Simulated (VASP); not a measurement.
# CO2 (P1) in VASP: a series of runs

Runs on CO2. Level: PBEsol. Tasks: single point.

All numbers are computed with VASP 6.6.1; they aren't measurements. Logs are shortened: lines on timing, memory, paths and dates and some standing lists are left out, and cuts for length are marked.

## Step 1: The cell of the first run

The typed cell holds 6 atoms: a = 3.556 Å, b = 3.556 Å, c = 6.587 Å, α = 90.00°, β = 90.00°, γ = 84.34°.

## Step 2: Single point, PBEsol

INCAR reads:

```
SYSTEM = CO2
PREC = Accurate
ENCUT = 520
EDIFF = 1E-6
ISMEAR = 1
SIGMA = 0.15
LREAL = .FALSE.
LASPH = .TRUE.
NELM = 60
ALGO = Normal
ISIF = 2
LWAVE = .FALSE.
LCHARG = .FALSE.
GGA = PS
NBANDS = 25
```

KPOINTS reads:

```
regular mesh
0
G
  2 2 2
  0 0 0
```

POSCAR reads:

```
CO2
1.0
    2.6359100000     -2.3873800000      0.0000000000
    2.6359100000      2.3873800000      0.0000000000
    0.0000000000      0.0000000000      6.5871700000
C O
2 4
Direct
    0.0025845957      0.0240487112      0.0140794909
    0.5212684300      0.4912505862      0.4937630272
    0.8158314478      0.1730778853      0.8859173211
    0.1465681739      0.8279988636      0.1367654091
    0.6930082354      0.2819404540      0.3749045493
    0.3235137302      0.7223543002      0.5940997424
```

Potentials or basis: VASP PAW PBE potentials, release 64 (C, O).

The run is started by

```sh
> cat potpaw_PBE.64/C/POTCAR potpaw_PBE.64/O/POTCAR > POTCAR
> mpirun -np 1 vasp_std > vasp.out
```

OUTCAR:

```text
SYSTEM = CO2
   PREC = Accurate
   ENCUT = 520
   EDIFF = 1E-6
   ISMEAR = 1
   LREAL = .FALSE.
   LASPH = .TRUE.
   NELM = 60
   ISIF = 2
   GGA = PS

 ion  position               nearest neighbor table
   1  0.003  0.024  0.014-   4 1.15   3 1.17
   2  0.521  0.491  0.494-   5 1.20   6 1.22
   3  0.816  0.173  0.886-   1 1.17
   4  0.147  0.828  0.137-   1 1.15
   5  0.693  0.282  0.375-   2 1.20
   6  0.324  0.722  0.594-   2 1.22

  LATTYP: Found a base centered orthorhombic cell.
 ALAT       =     4.7747600000
 B/A-ratio  =     1.1041015674
 C/A-ratio  =     1.3795813821

  Lattice vectors:

 A1 = (  -2.6359100000,  -2.3873800000,   0.0000000000)
 A2 = (   2.6359100000,  -2.3873800000,   0.0000000000)
 A3 = (   0.0000000000,   0.0000000000,   6.5871700000)

Analysis of symmetry for initial positions (statically):
=====================================================================
 Subroutine PRICEL returns:
 Original cell was already a primitive cell.

 Routine SETGRP: Setting up the symmetry group for a
 base centered orthorhombic supercell.

 Subroutine GETGRP returns: Found  1 space group operations
 (whereof  1 operations were pure point group operations)
 out of a pool of  8 trial point group operations.

The static configuration has the point symmetry C_1 .

Analysis of symmetry for dynamics (positions and initial velocities):
=====================================================================
 Subroutine PRICEL returns:
 Original cell was already a primitive cell.

 Routine SETGRP: Setting up the symmetry group for a
 base centered orthorhombic supercell.

 Subroutine GETGRP returns: Found  1 space group operations
 (whereof  1 operations were pure point group operations)
 out of a pool of  8 trial point group operations.

The dynamic configuration has the point symmetry C_1 .

 Subroutine INISYM returns: Found  1 space group operations
 (whereof  1 operations are pure point group operations),
 and found     1 'primitive' translations

----------------------------------------------------------------------------------------

                                     Primitive cell

  volume of cell :      82.9051

  direct lattice vectors                    reciprocal lattice vectors
     2.635910000 -2.387380000  0.000000000     0.189687812 -0.209434610  0.000000000
     2.635910000  2.387380000  0.000000000     0.189687812  0.209434610  0.000000000
     0.000000000  0.000000000  6.587170000     0.000000000  0.000000000  0.151810261

  length of vectors
     3.556347114  3.556347114  6.587170000     0.282567376  0.282567376  0.151810261

  position of ions in fractional coordinates (direct lattice)
     0.002584596  0.024048711  0.014079491
     0.521268430  0.491250586  0.493763027
     0.815831448  0.173077885  0.885917321
     0.146568174  0.827998864  0.136765409
     0.693008235  0.281940454  0.374904549
     0.323513730  0.722354300  0.594099742

  ion indices of the primitive-cell ions
   primitive index   ion index
                 1           1
                 2           2
                 3           3
                 4           4
                 5           5
                 6           6

----------------------------------------------------------------------------------------

 KPOINTS: regular mesh

Automatic generation of k-mesh.
 Grid dimensions read from file:
 generate k-points for:    2    2    2

 Generating k-lattice:

  Cartesian coordinates                     Fractional coordinates (reciprocal lattice)
     0.094843906 -0.104717305  0.000000000     0.500000000  0.000000000  0.000000000
     0.094843906  0.104717305  0.000000000     0.000000000  0.500000000  0.000000000
     0.000000000  0.000000000  0.075905131     0.000000000  0.000000000  0.500000000

  Length of vectors
     0.141283688  0.141283688  0.075905131

  Shift w.r.t. Gamma in fractional coordinates (k-lattice)
     0.000000000  0.000000000  0.000000000

 Subroutine IBZKPT returns following result:
 ===========================================

 Found      8 irreducible k-points:

 Following reciprocal coordinates:
            Coordinates               Weight
  0.000000  0.000000  0.000000      1.000000
  0.500000  0.000000  0.000000      1.000000
  0.000000  0.500000  0.000000      1.000000
  0.500000  0.500000  0.000000      1.000000
  0.000000  0.000000  0.500000      1.000000
  0.500000  0.000000  0.500000      1.000000
  0.000000  0.500000  0.500000      1.000000
  0.500000  0.500000  0.500000      1.000000
   k-points           NKPTS =      8   k-points in BZ     NKDIM =      8   number of bands    NBANDS=     25
   number of dos      NEDOS =    301   number of ions     NIONS =      6
   total plane-waves  NPLWV =  39200
   dimension x,y,z NGX =    28 NGY =   28 NGZ =   50
   dimension x,y,z NGXF=    56 NGYF=   56 NGZF=  100
   ions per type =               2   4
   NGX,Y,Z   is equivalent  to a cutoff of  13.09, 13.09, 12.62 a.u.
   NGXF,Y,Z  is equivalent  to a cutoff of  26.18, 26.18, 25.24 a.u.
 SYSTEM =  CO2
   PREC   = accura    normal or accurate (medium, high low for compatibility)
   ISTART =      0    job   : 0-new  1-cont  2-samecut
   ICHARG =      2    charge: 1-file 2-atom 10-const
   ISPIN  =      1    spin polarized calculation?
   LNONCOLLINEAR =      F non collinear calculations
   LSORBIT =      F    spin-orbit coupling
   LASPH  =      T    aspherical Exc in radial PAW
   ENCUT  =  520.0 eV  38.22 Ry    6.18 a.u.   6.61  6.61 12.25*2*pi/ulx,y,z
   NELM   =     60;   NELMIN=  2; NELMDL= -5     # of ELM steps
   EDIFF  = 0.1E-05   stopping-criterion for ELM
   LREAL  =      F    real-space projection
   EDIFFG = 0.1E-04   stopping-criterion for IOM
   NSW    =      0    number of steps for IOM
   IBRION =     -1    ionic relax: 0-MD 1-quasi-New 2-CG
   NFREE  =      0    steps in history (QN), initial steepest desc. (CG)
   ISIF   =      2    stress and relaxation
   ISYM   =      2    0-nonsym 1-usesym 2-fastsym
   POTIM  = 0.5000    time-step for ionic-motion
   TEBEG  =    0.0;   TEEND  =   0.0 temperature during run
   PSTRESS=    0.0 pullay stress
   NELECT =      32.0000    total number of electrons
   NUPDOWN=      -1.0000    fix difference up-down
   EMIN   =  10.00;   EMAX   =-10.00  energy-range for DOS
   EFERMI =   0.00;   METHOD = LEGACY
   ISMEAR =     1;   SIGMA  =   0.15  broadening in eV -4-tet -1-fermi 0-gaus
   EFERMI_NEDOS =   21; number of points for ismear=-14 and -15
   IALGO  =     38    algorithm
   IMIX   =      4    mixing-type and parameters
     AMIX     =   0.40;   BMIX     =  1.00
     AMIX_MAG =   1.60;   BMIX_MAG =  1.00
  volume/ion in A,a.u.               =      13.82        93.25
  Fermi-wavevector in a.u.,A,eV,Ry     =   1.191968  2.252492 19.330981  1.420787
  Thomas-Fermi vector in A             =   2.328017
   LORBIT       =      0    0 simple, 1 ext, 2 COOP (PROOUT), +10 PAW based schemes
   GGA     = PS    functional components
   LHFCALC =     F    Hartree Fock is set to
   AEXX    =    0.0000 exact exchange contribution
   IVDW    =     0    specifies the selected vdW correction
   LEPSILON=     F    determine dielectric tensor
   LRPA    =     F    only Hartree local field effects (RPA)
 non-spin polarized calculation
 Methfessel and Paxton  Order N= 1 SIGMA  =   0.15
  energy-cutoff  :      520.00
  volume of cell :       82.91
 maximum number of plane-waves:      2260
 NGX is ok and might be reduce to    28
   NGX = 13   NGY = 13   NGZ = 25

 number of electron      31.9999999 magnetization

 Free energy of the ion-electron system (eV)
  ---------------------------------------------------
  ext. energy  EPLUGINS =         0.00000000
  ---------------------------------------------------
  free energy    TOTEN  =       -47.21698492 eV

  energy without entropy =      -47.22225622  energy(sigma->0) =      -47.21874202

 E-fermi :  -2.9036     XC(G=0):  -8.3585

 val. band max:       -2.9909704074   @ k =   0.5000   0.5000   0.0000
 cond. band min:       2.7304763296   @ k =   0.0000   0.0000   0.0000
 fundamental gap:      5.7214467370
 Fermi energy:        -2.9035503337

 k-point     1 :       0.0000    0.0000    0.0000
  band No.  band energies     occupation
      1     -23.9944      2.00000
      2     -23.2055      2.00000
      3     -22.7747      2.00000
      4     -21.9584      2.00000
      5      -8.5036      2.00000
      6      -8.2657      2.00000
[... 17 lines left out ...]
     24      12.0651      0.00000
     25      12.7779      0.00000

 k-point     2 :       0.5000    0.0000    0.0000
  band No.  band energies     occupation
      1     -23.8903      2.00000
      2     -23.1080      2.00000
      3     -22.7940      2.00000
      4     -22.0042      2.00000
      5      -8.7102      2.00000
      6      -8.5531      2.00000
[... 17 lines left out ...]
     24      10.7669      0.00000
     25      11.1388      0.00000

 k-point     3 :       0.0000    0.5000    0.0000
  band No.  band energies     occupation
      1     -23.8834      2.00000
      2     -23.0569      2.00000
      3     -22.8021      2.00000
      4     -22.0610      2.00000
      5      -8.8234      2.00000
      6      -8.5609      2.00000
[... 17 lines left out ...]
     24      10.7420      0.00000
     25      11.0874      0.00000

 k-point     4 :       0.5000    0.5000    0.0000
  band No.  band energies     occupation
      1     -23.8119      2.00000
      2     -22.9771      2.00000
      3     -22.8078      2.00000
      4     -22.0564      2.00000
      5      -8.8646      2.00000
      6      -8.4367      2.00000
[... 17 lines left out ...]
     24      10.6140      0.00000
     25      11.0592      0.00000

 k-point     5 :       0.0000    0.0000    0.5000
  band No.  band energies     occupation
      1     -23.9855      2.00000
      2     -23.2344      2.00000
      3     -22.7546      2.00000
      4     -21.9590      2.00000
      5      -8.6142      2.00000
      6      -8.4293      2.00000
[... 17 lines left out ...]
     24      12.5706      0.00000
     25      12.9051      0.00000

 k-point     6 :       0.5000    0.0000    0.5000
  band No.  band energies     occupation
      1     -23.8895      2.00000
      2     -23.1076      2.00000
      3     -22.7952      2.00000
      4     -22.0053      2.00000
      5      -8.5476      2.00000
      6      -8.3376      2.00000
[... 17 lines left out ...]
     24      10.3722      0.00000
     25      11.7391      0.00000

 k-point     7 :       0.0000    0.5000    0.5000
  band No.  band energies     occupation
      1     -23.8826      2.00000
      2     -23.0563      2.00000
      3     -22.8036      2.00000
      4     -22.0620      2.00000
      5      -8.6285      2.00000
      6      -8.4557      2.00000
[... 17 lines left out ...]
     24      10.5715      0.00000
     25      11.5130      0.00000

 k-point     8 :       0.5000    0.5000    0.5000
  band No.  band energies     occupation
      1     -23.8101      2.00000
      2     -22.9855      2.00000
      3     -22.8027      2.00000
      4     -22.0560      2.00000
      5      -8.8901      2.00000
      6      -8.5833      2.00000
[... 17 lines left out ...]
     24      10.5393      0.00000
     25      11.0022      0.00000

------------------------ aborting loop because EDIFF is reached ----------------------------------------

  FORCE on cell =-STRESS in cart. coord.  units (eV):
  Direction    XX          YY          ZZ          XY          YZ          ZX
  --------------------------------------------------------------------------------------
  -------------------------------------------------------------------------------------
  Total        0.2961821     -2.9729399     -0.8552349     -0.4375009     -5.6074817     -0.6687012
  in kB        5.7238521    -57.4533976    -16.5277980     -8.4549014   -108.3670994    -12.9229509
  external PRESSURE =     -22.7524479 kB  Pullay stress =       0.0000000 kB

 VOLUME and BASIS-vectors are now :
 -----------------------------------------------------------------------------
  energy-cutoff  :      520.00
  volume of cell :       82.91
      direct lattice vectors                 reciprocal lattice vectors
     2.635910000 -2.387380000  0.000000000     0.189687812 -0.209434610  0.000000000
     2.635910000  2.387380000  0.000000000     0.189687812  0.209434610  0.000000000
     0.000000000  0.000000000  6.587170000     0.000000000  0.000000000  0.151810261

 POSITION                                       TOTAL-FORCE (eV/Angst)
 -----------------------------------------------------------------------------------
      0.07020      0.05124      0.09274        -1.221487      0.804870     -1.164660
      2.66891     -0.07166      3.25250         0.011246      1.812037     -0.303184
      2.60668     -1.53450      5.83569         0.706886      0.725356     -0.405559
      2.56887      1.62683      0.90090         0.519243     -1.676746      1.355387
      2.56988     -0.98137      2.46956         0.381036      2.163581      2.416897
      2.75681      0.95218      3.91344        -0.396924     -3.829098     -1.898880
 -----------------------------------------------------------------------------------
    total drift:                                0.000641      0.000374     -0.000583

  FREE ENERGIE OF THE ION-ELECTRON SYSTEM (eV)
  ---------------------------------------------------
  free  energy   TOTEN  =       -47.2169849208 eV

  energy  without entropy=      -47.2222562203  energy(sigma->0) =      -47.21874202
```

Run time: 11 s. Hardware: 1 thread of Intel Xeon Platinum 8559C (Emerald Rapids), shared host; peak memory 0.17 GiB.

What came out:

- Free energy: -47.2170 eV
- Pressure: -2.3 GPa
- Largest force: 4.292 eV/Å
- Band gap on the k mesh: 5.72 eV, indirect (least direct gap 6.20 eV)

Forces on the atoms (eV/Å):
```
C   -1.221  0.805 -1.165
C    0.011  1.812 -0.303
O    0.707  0.725 -0.406
O    0.519 -1.677  1.355
O    0.381  2.164  2.417
O   -0.397 -3.829 -1.899
```

Stress tensor (GPa, compression positive):
```
  0.57  -0.85  -1.29
 -0.85  -5.75 -10.84
 -1.29 -10.84  -1.65
```

Levels at points of the mesh, in eV from the valence-band top:
```csv
k point,band 14,band 15,band 16,band 17,band 18,band 19
"(0.00, 0.00, 0.00)",-0.94,-0.62,-0.48,5.72,6.59,6.92
"(0.50, 0.00, 0.00)",-0.75,-0.51,-0.24,6.49,7.19,7.56
"(0.00, 0.50, 0.00)",-0.54,-0.47,-0.16,6.62,7.16,7.70
"(0.50, 0.50, 0.00)",-0.83,-0.31,0.00,7.04,8.04,8.11
"(0.00, 0.00, 0.50)",-0.81,-0.75,-0.57,6.26,6.68,6.70
"(0.50, 0.00, 0.50)",-0.81,-0.47,-0.20,6.68,7.04,7.57
"(0.00, 0.50, 0.50)",-0.67,-0.38,-0.10,6.70,7.19,7.79
"(0.50, 0.50, 0.50)",-0.61,-0.57,-0.18,7.27,8.04,8.09
```

Caveat: the k points lie up to 0.89 Å⁻¹ apart; the PAW data sets were made with another functional, which shifts forces and pressure a little.

## Step 3: Single point, PBEsol

Changes to INCAR since step 2:

```diff
@@ -3,3 +3,3 @@
 ENCUT = 520
-EDIFF = 1E-6
+EDIFF = 1E-7
 ISMEAR = 1
@@ -8,3 +8,3 @@
 LASPH = .TRUE.
-NELM = 60
+NELM = 80
 ALGO = Normal
```

KPOINTS is that of step 2.

POSCAR reads:

```
CO2
1.0
    2.6359100000     -2.3873800000      0.0000000000
    2.6359100000      2.3873800000      0.0000000000
    0.0000000000      0.0000000000      6.5871700000
C O
2 4
Direct
   -0.0393599756      0.0030119971      0.0192284395
    0.5129765929      0.4980397165      0.4770335364
    0.8316787777      0.1764588294      0.8784632854
    0.1269430051      0.8515168057      0.1595909928
    0.6808056057      0.2875347397      0.3814670033
    0.3487917436      0.7215665008      0.5737210365
```

Potentials or basis: VASP PAW PBE potentials, release 64 (C, O).

The run is started by

```sh
> cat potpaw_PBE.64/C/POTCAR potpaw_PBE.64/O/POTCAR > POTCAR
> mpirun -np 1 vasp_std > vasp.out
```

Wall time 13 s (1 thread of Intel Xeon Platinum 8559C (Emerald Rapids), shared host); peak memory 0.17 GiB.

Results (log left out):

```
Free energy            : -47.0011 eV
Pressure               : 8.9 GPa
Largest force          : 8.181 eV/Å
Band gap on the k mesh : 5.92 eV, indirect (least direct gap 6.42 eV)
```

Forces on the atoms (eV/Å):
```
C    1.053 -1.068  0.834
C    0.530  3.154  2.233
O   -0.523 -0.314  0.837
O   -0.518  1.102 -2.074
O   -0.827 -6.650 -4.692
O    0.285  3.776  2.862
```

Stress tensor (GPa, compression positive):
```
 1.35  2.57  1.55
 2.57 18.83 17.11
 1.55 17.11  6.51
```

Levels at points of the mesh, in eV from the valence-band top:
```
           k point  band 13  band 14  band 15  band 16  band 17  band 18  band 19  band 20
(0.00, 0.00, 0.00)    -1.12    -0.99    -0.74    -0.50     5.92     7.10     7.31     8.37
(0.50, 0.00, 0.00)    -0.99    -0.88    -0.66    -0.34     6.87     7.48     8.35     9.22
(0.00, 0.50, 0.00)    -0.83    -0.63    -0.57    -0.15     6.81     7.70     8.35     9.12
(0.50, 0.50, 0.00)    -1.15    -0.99    -0.41     0.00     7.36     7.63     9.29     9.66
(0.00, 0.00, 0.50)    -1.05    -0.89    -0.80    -0.61     6.24     7.27     7.69     8.07
(0.50, 0.00, 0.50)    -1.11    -0.96    -0.61    -0.27     6.89     7.47     8.55     9.15
(0.00, 0.50, 0.50)    -0.93    -0.76    -0.46    -0.10     6.83     7.69     8.54     9.21
(0.50, 0.50, 0.50)    -0.92    -0.84    -0.66    -0.12     7.43     7.68     9.11     9.61
```

Caveat: the k points lie up to 0.89 Å⁻¹ apart; the PAW data sets were made with another functional, which shifts forces and pressure a little. A k mesh can miss the band edges.

[end of part 1 of 2]
